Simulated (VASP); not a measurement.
Here is a VASP 6.6.1 calculation.

File INCAR:

```
PREC     = Accurate       # precision mode
ENCUT    = 600            # plane-wave cutoff, eV
EDIFF    = 1E-6           # SCF threshold, eV
ISMEAR   = 0              # smearing method
SIGMA    = 0.1            # smearing width, eV
LREAL    = F              # projectors in reciprocal space
LASPH    = T              # aspherical terms in the spheres
NELM     = 80             # most SCF steps
ALGO     = Normal         # electronic algorithm
ISIF     = 4              # what is computed and relaxed
LWAVE    = F              # write WAVECAR
LCHARG   = F              # write CHGCAR
GGA      = PS             # functional
IBRION   = 2              # ionic algorithm
NSW      = 50             # ionic steps
EDIFFG   = -0.01          # ionic threshold
```

Contents of KPOINTS:

```
Automatic mesh
0
Gamma
  12 12 12
```

File POSCAR:

```
Sb
1.0
    2.1961522303      1.2679490813      3.7840226876
   -2.1961522303      1.2679490813      3.7840226876
    0.0000000000     -2.5358981627      3.7840226875
Sb
2
Direct
    0.2342055233      0.2342055233      0.2342055233
    0.7657944767      0.7657944767      0.7657944767
```

Potentials or basis: VASP PAW PBE potentials, release 64 (Sb).

Command:

```bash
$ cat potpaw_PBE.64/Sb/POTCAR > POTCAR
$ mpirun -np 1 vasp_std > vasp.out
```

**Question.** Predict the band gap on the k mesh.

**Answer.** Zero (bands 5 and 6 overlap by 0.22 eV).

The path:
| step | energy change (eV) | largest force (eV/Å) | pressure (GPa) | volume (Å³) |
| --- | --- | --- | --- | --- |
| 1 | 0.0000 | 0.0838 | -2.48 | 63.22 |
| 2 | -0.0008 | 0.0547 | -2.37 | 63.22 |
| 3 | -0.0015 | 0.0057 | -2.18 | 63.22 |
| 4 | -0.0016 | 0.0133 | -2.10 | 63.22 |
| 5 | -0.0016 | 0.0039 | -2.10 | 63.22 |

Caveat: the PAW data sets were made with another functional, which shifts forces and pressure a little; spin-orbit coupling is left out, which moves the levels of the heavy elements.
